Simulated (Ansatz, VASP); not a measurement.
**One calculation of MnO2, two programs**

INCAR

```
  PREC = Accurate
  ENCUT = 520
  EDIFF = 1E-7
  ISMEAR = -1
  SIGMA = 0.05
  LREAL = False
  LASPH = True
  NELM = 150
  ALGO = Normal
  ISIF = 2
  LWAVE = False
  LCHARG = False
  ISPIN = 2
  MAGMOM = 5 5 0 0 0 0
  LORBIT = 11
  NUPDOWN = 10.0
  LMAXMIX = 4
  GGA = PS
  NBANDS = 38
```

Contents of KPOINTS:

```
regular mesh
0
Gamma
  8 6 4
```

POSCAR

```
MnO2
1.0
    2.9041580000      0.0000000000      0.0000000000
    0.0000000000      3.8448100000      0.0000000000
    0.0000000000      0.0000000000      6.1642640000
Mn O
2 4
Direct
    0.5000000000      0.5000000000      0.3433015000
    0.0000000000      0.0000000000      0.6566985000
    0.5000000000      0.0000000000      0.8375675000
    0.0000000000      0.5000000000      0.1624325000
    0.5000000000      0.0000000000      0.4217995000
    0.0000000000      0.5000000000      0.5782005000
```

The input input.yaml:

```yaml
crystal:
  lattice:
    - [2.904158, 0.0, 0.0]
    - [0.0, 3.84481, 0.0]
    - [0.0, 0.0, 6.164264]
  atoms:
    - { symbol: Mn, position: [0.5, 0.5, 0.3433015], spin: 5.0 }
    - { symbol: Mn, position: [0.0, 0.0, 0.6566985], spin: 5.0 }
    - { symbol: O, position: [0.5, 0.0, 0.8375675] }
    - { symbol: O, position: [0.0, 0.5, 0.1624325] }
    - { symbol: O, position: [0.5, 0.0, 0.4217995] }
    - { symbol: O, position: [0.0, 0.5, 0.5782005] }
hamiltonian:
  xc: pbesol
  pseudopotentials: { kind: paw }
magnetization:
  spin_polarized: true
  initial_magnetization: 10.0
  spin_locking: { lock_magnetization: hard }
kpoints:
  mp_grid: { grid: [8, 6, 4] }
scf:
  occupations: { method: fermi_dirac, width: 0.05 }
  lower_state_search: "off"
output:
  forces: true
  stress: true
  eigenvalues: true
```

Alike in both runs: task single point; functional PBEsol; k mesh 8 × 6 × 4; occupations fermi-dirac, width 0.05 eV; collinear spin; fixed moment 10 μB.

```csv
,VASP,Ansatz
version,VASP 6.6.1,Ansatz 0.2.0
potentials or method,"VASP PAW PBE potentials, release 64 (Mn_pv, O)",Ansatz PAW
plane-wave cutoff (eV),520,420
valence electrons in the cell,50,54
```

```tsv
	VASP	Ansatz	Ansatz less VASP
pressure (GPa)	17.4	16.8	-0.60
traceless stress, the component that is largest in VASP (GPa)	13.79	13.31	-0.476
rms of the force components (eV/Å)	0.880	0.846	-0.0343
net moment per atom (μB)	1.67	1.67	0.000
size of the moment on the site where the two differ most (μB)	3.60	3.07	-0.521
```

VASP's potentials were made for PBE, not for PBEsol. Site moments also hang on the region over which each program counts them. Atom by atom the forces differ by 0.035 eV/Å (rms over components). VASP's potentials hold 50 valence electrons a cell and Ansatz's 54, so a difference there can come from the potentials and not from the codes.
